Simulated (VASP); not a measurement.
Here is a VASP 6.6.1 calculation.

The input INCAR:

```
ALGO = Normal ; EDIFF = 1E-6
ENCUT = 1340 ; GGA = CA
GGA_COMPAT = F ; ISIF = 2
ISMEAR = 0 ; LASPH = T
LCHARG = F ; LREAL = F
LWAVE = F ; NBANDS = 28
NELM = 120 ; PREC = Accurate
SIGMA = 0.01
```

KPOINTS

```
k-points
0
Gamma
  6 6 6
```

Contents of POSCAR:

```
BaTiO3
1.0
    4.1100981854      0.0000000000      0.0000000000
    0.0000000000      4.1100981854      0.0000000000
    0.0000000000      0.0000000000      4.1100981854
Ba Ti O
1 1 3
Direct
    0.5000000000      0.5000000000      0.5000000000
    0.0000000000      0.0000000000      0.0000000000
    0.5000000000      0.0000000000      0.0000000000
    0.0000000000      0.5000000000      0.0000000000
    0.0000000000      0.0000000000      0.5000000000
```

Potentials or basis: VASP PAW LDA potentials, release 64 (Ba_sv, Ti_sv, O_h).

Launch:

```console
$ cat potpaw_LDA.64/Ba_sv/POTCAR potpaw_LDA.64/Ti_sv/POTCAR potpaw_LDA.64/O_h/POTCAR > POTCAR
$ mpirun -np 1 vasp_std > vasp.out
```

Problem. Predict the band gap on the k mesh.

Solution. 1.51 eV (least direct gap 1.72 eV).

Problem. What does it give for the pressure?

Solution. -17.7 GPa.

Caveat: the cell stands under tension; spin-orbit coupling is left out, which moves the levels of the heavy elements. A k mesh can miss the band edges.
